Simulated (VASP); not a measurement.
A run of VASP 6.6.1 is set up as follows.

Contents of POSCAR:

```
KBr
1.0
    0.0000000000      3.3912750000      3.3912750000
    3.3912750000      0.0000000000      3.3912750000
    3.3912750000      3.3912750000      0.0000000000
K Br
1 1
Direct
    0.0000000000      0.0000000000      0.0000000000
    0.5000000000      0.5000000000      0.5000000000
```

INCAR.step1

```
SYSTEM = KBr
ALGO     = Normal         ! electronic algorithm
EDIFF    = 1E-4           ! SCF threshold, eV
ENCUT    = 520            ! plane-wave cutoff, eV
GGA      = PE             ! functional
ISMEAR   = 0              ! smearing method
LASPH    = .True.         ! aspherical terms in the spheres
LCHARG   = .False.        ! write CHGCAR
LREAL    = .False.        ! projectors in reciprocal space
LWAVE    = .True.         ! write WAVECAR
NBANDS   = 15             ! bands
NELM     = 80             ! most SCF steps
PREC     = Accurate       ! precision mode
SIGMA    = 0.05           ! smearing width, eV
```

Contents of INCAR.step2:

```
SYSTEM = KBr
ALGO     = Normal         ! electronic algorithm
EDIFF    = 1E-6           ! SCF threshold, eV
ENCUT    = 520            ! plane-wave cutoff, eV
ISIF     = 2              ! what is computed and relaxed
ISMEAR   = 0              ! smearing method
ISTART   = 1            
LASPH    = .True.         ! aspherical terms in the spheres
LCHARG   = .False.        ! write CHGCAR
LMIXTAU  = .True.       
LREAL    = .False.        ! projectors in reciprocal space
LWAVE    = .False.        ! write WAVECAR
METAGGA  = R2SCAN         ! meta-GGA
NBANDS   = 15             ! bands
NELM     = 80             ! most SCF steps
PREC     = Accurate       ! precision mode
SIGMA    = 0.05           ! smearing width, eV
```

The input KPOINTS:

```
k-points
0
Gamma
  6 6 6
  0 0 0
```

Potentials or basis: VASP PAW PBE potentials, release 64 (K_sv, Br).

Launch:

```bash
$ cat potpaw_PBE.64/K_sv/POTCAR potpaw_PBE.64/Br/POTCAR > POTCAR
$ cp INCAR.step1 INCAR
$ mpirun -np 1 vasp_std > vasp.out
$ cp INCAR.step2 INCAR
$ mpirun -np 1 vasp_std > vasp.out
```

Task: Predict the band gap on the k mesh.

Result: 4.86 eV.

Task: Estimate the pressure.

Result: -1.0 GPa.

Caveat: the cell differs from its parent crystal (strain +0.030 along x and y, +0.030 along z); the PAW data sets were made with another functional, which shifts forces and pressure a little.
